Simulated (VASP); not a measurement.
Runs of VASP 6.6.1 on Y. The structure is that of space group Pm-3m (No. 221), or close to it. The cells are those of the table. This isn't the form of Y at room conditions, which is hcp.

| task | cell | cutoff (eV) | gap on the mesh (eV) | pressure (GPa) |
| --- | --- | --- | --- | --- |
| single point | a = 2.847 Å, 1 atom | 520 | none | 20.1 |
| single point | a = 3.062 Å, 1 atom | 520 | none | 5.1 |
| relaxation of cell and atoms | relaxed from a = 3.310 Å, 1 atom | 600 | none | 0.0 |
| relaxation of cell and atoms | relaxed to 20 GPa from a = 3.310 Å, 1 atom | 600 | none | 20.0 |
| single point | a = 3.217 Å, 1 atom | 520 | none | 0.0 |
| relaxation of cell and atoms | relaxed to 10 GPa from a = 3.310 Å, 1 atom | 600 | none | 9.9 |
| relaxation of cell and atoms | relaxed to 5 GPa from a = 3.310 Å, 1 atom | 600 | none | 5.0 |
| single point | a = 2.967 Å, 1 atom | 520 | none | (a) |

Alike in all rows: level r2SCAN+D3(BJ); potentials or basis VASP PAW PBE potentials, release 64 (Y_sv); no spin polarisation; k mesh 8 × 8 × 8; smearing fermi-dirac 0.05 eV.

Question: Fill in the values left out.

Answer: (a) 10.1.

Caveats: the PAW data sets were made with another functional, which shifts forces and pressure a little; the cell stands under pressure (at least some runs); the cell is relaxed towards a set pressure, so the run minimises the enthalpy, not the energy (at least some runs).

A k mesh can miss the band edges, and the runs leave out spin-orbit coupling on Y.

A gap of «none» marks levels without a gap at the run's occupations.
